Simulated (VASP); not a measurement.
Crystal: BiB.

```
B Bi
1.0
     0.00000    2.62683    2.62683
     2.62683    0.00000    2.62683
     2.62683    2.62683    0.00000
B Bi
1 1
Direct
  0.00000 0.00000 0.00000
  0.50000 0.50000 0.50000
```

Base run:

| Quantity | Value |
| --- | --- |
| Program | VASP 6.6.1 |
| Functional | PBEsol |
| Dispersion | D4 |
| Potentials or basis | VASP PAW PBE potentials, release 64 (B, Bi_d) |
| Cutoff | 500 eV |
| k mesh | 6 × 6 × 6 |
| Occupations | fermi-dirac, width 0.02 eV |
| Spin | no spin polarisation |

Its results: band gap on the k mesh zero (bands 9 and 10 overlap by 4.08 eV); pressure -4.3 GPa.

Task: The run is repeated on the same cell with these changes: dispersion from D4 to none. What comes out?

Result: Band gap on the k mesh zero (bands 9 and 10 overlap by 4.08 eV); pressure -2.1 GPa.

Dispersion adds attraction, which lowers the pressure at fixed volume and, as a term added to the energy, leaves the levels alone.

Caveats: the PAW data sets were made with another functional, which shifts forces and pressure a little; spin-orbit coupling is left out, which moves the levels of the heavy elements; the cell stands under tension (at least some runs).
